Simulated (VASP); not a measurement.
Write the native input for VASP 6.6.1 that does the following.

- Task: single point
- Functional: LDA
- Potentials or basis: VASP PAW LDA potentials, release 64 (B, N)
- Cutoff: 520 eV
- k mesh: 12 × 12 × 6
- Occupations: gaussian, width 0.05 eV
- Spin: no spin polarisation
- Dipole correction: no
- Further INCAR settings: ALGO = Normal; EDIFF = 1e-06; NBANDS = 16

The structure of BN lies in POSCAR:

```
BN
1.0
    2.3496244336      0.0000000000      0.0000000000
   -1.1748122168      2.0348344488      0.0000000000
    0.0000000000      0.0000000000      4.2268550000
B N
2 2
Direct
    0.6666666667      0.3333333333      0.9997240000
    0.3333333333      0.6666666667      0.4997240000
    0.6666666667      0.3333333333      0.6252760000
    0.3333333333      0.6666666667      0.1252760000
```

This cell differs from its parent crystal: strain -0.080 along x and y, +0.000 along z.

The input as run:

INCAR

```
ALGO     = Normal         # electronic algorithm
EDIFF    = 1E-6           # SCF threshold, eV
ENCUT    = 520            # plane-wave cutoff, eV
ISIF     = 2              # what is computed and relaxed
ISMEAR   = 0              # smearing method
LASPH    = T              # aspherical terms in the spheres
LCHARG   = F              # write CHGCAR
LREAL    = F              # projectors in reciprocal space
LWAVE    = F              # write WAVECAR
NBANDS   = 16             # bands
NELM     = 80             # most SCF steps
PREC     = Accurate       # precision mode
SIGMA    = 0.05           # smearing width, eV
```

KPOINTS

```
k-points
0
Gamma
  12 12 6
```

Potentials or basis: VASP PAW LDA potentials, release 64 (B, N).

Launch:

```sh
$ cat potpaw_LDA.64/B/POTCAR potpaw_LDA.64/N/POTCAR > POTCAR
$ mpirun -np 1 vasp_std > vasp.out
```

Results of the run:

The pressure is 71.9 GPa, the largest force is 0.628 eV/Å and the band gap on the k mesh is 4.25 eV, indirect (least direct gap 6.34 eV).

Caveat: the cell differs from its parent crystal (strain -0.080 along x and y, +0.000 along z).

It took 33 s on 1 thread of Intel Xeon 6975P-C, on a shared host, peak memory 0.13 GiB.
